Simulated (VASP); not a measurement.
NbSnTe4, 6 atoms in the cell. The structure is tetragonal, space group P4/mmm (No. 123). Conventional cell: a = 3.521 Å, b = 3.521 Å, c = 13.268 Å, α = 90.00°, β = 90.00°, γ = 90.00°. Within 4.0 Å of Nb (site symmetry 4/mmm) lie 8 Te at 3.07 Å and 4 Nb at 3.52 Å. Within 4.0 Å of Sn (site symmetry 4/mmm) lie 8 Te at 3.07 Å and 4 Sn at 3.52 Å. Te (site symmetry 4mm) has 6 Te at 3.04 to 3.59 Å and 4 Sn at 3.07 Å within 4.0 Å. Te (site symmetry 4mm) has 6 Te at 3.04 to 3.60 Å and 4 Nb at 3.07 Å within 4.0 Å. The cell was built from a structure type or drawn by symmetry, and may not be a known phase.

| Quantity | Value |
| --- | --- |
| Program | VASP 6.6.1 |
| Task | relaxation of cell and atoms |
| Functional | PBE |
| Potentials or basis | VASP PAW PBE potentials, release 64 (Nb_sv, Sn_d, Te) |
| Cutoff | 600 eV |
| k mesh | 6 × 6 × 2 |
| Occupations | gaussian, width 0.1 eV |
| Spin | no spin polarisation |
| Dipole correction | no |
| Further INCAR settings | ALGO = Normal; EDIFF = 1e-07; IBRION = 2; EDIFFG = -0.04; NSW = 90; ISIF = 3 |

Potentials or basis: VASP PAW PBE potentials, release 64 (Nb_sv, Sn_d, Te).

Run with:

```sh
$ cat potpaw_PBE.64/Nb_sv/POTCAR potpaw_PBE.64/Sn_d/POTCAR potpaw_PBE.64/Te/POTCAR > POTCAR
$ mpirun -np 1 vasp_std > vasp.out
```

Hardware: 1 thread of Intel(R) Xeon(R) Platinum 8559C (Emerald Rapids) (shared host).

Estimate the wall time of this run.

Wall time 27 min on 1 thread of Intel(R) Xeon(R) Platinum 8559C (Emerald Rapids), with other jobs on the host, peak memory 0.38 GiB. Counts: scf iterations 282, k points 20, ion steps 23.
